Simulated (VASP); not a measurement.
Runs of VASP 6.6.1 on ZrB. The structure is that of space group Fm-3m (No. 225), or close to it. The cells are those of the table. 

```tsv
cell	gap on the mesh (eV)	pressure (GPa)
a = 3.310, b = 3.310, c = 3.208 Å, angles 61.0, 61.0, 58.0°, 2 atoms	none	30.4
a = 3.547 Å, angles 60.0°, 2 atoms	none	-15.8
a = 3.273 Å, angles 60.0°, 2 atoms	none	29.5
a = 3.370 Å, angles 60.0°, 2 atoms	none	(b)
a = 3.461 Å, angles 60.0°, 2 atoms	none	-6.1
a = 3.505 Å, angles 60.0°, 2 atoms	none	-11.4
a = 3.322 Å, angles 60.0°, 2 atoms	none	(a)
```

Alike in all rows: task single point; level LDA; potentials or basis VASP PAW LDA potentials, release 64 (Zr_sv, B); no spin polarisation; k mesh 18 × 18 × 18; cutoff (eV) 520; smearing gaussian 0.15 eV.

Q: Estimate the missing entries.

A: (a) 17.8; (b) 8.2.

Caveats: the cell stands under pressure (at least some runs); the cell stands under tension (at least some runs).

A k mesh can miss the band edges, and the runs leave out spin-orbit coupling on Zr.

A gap of «none» marks levels without a gap at the run's occupations.
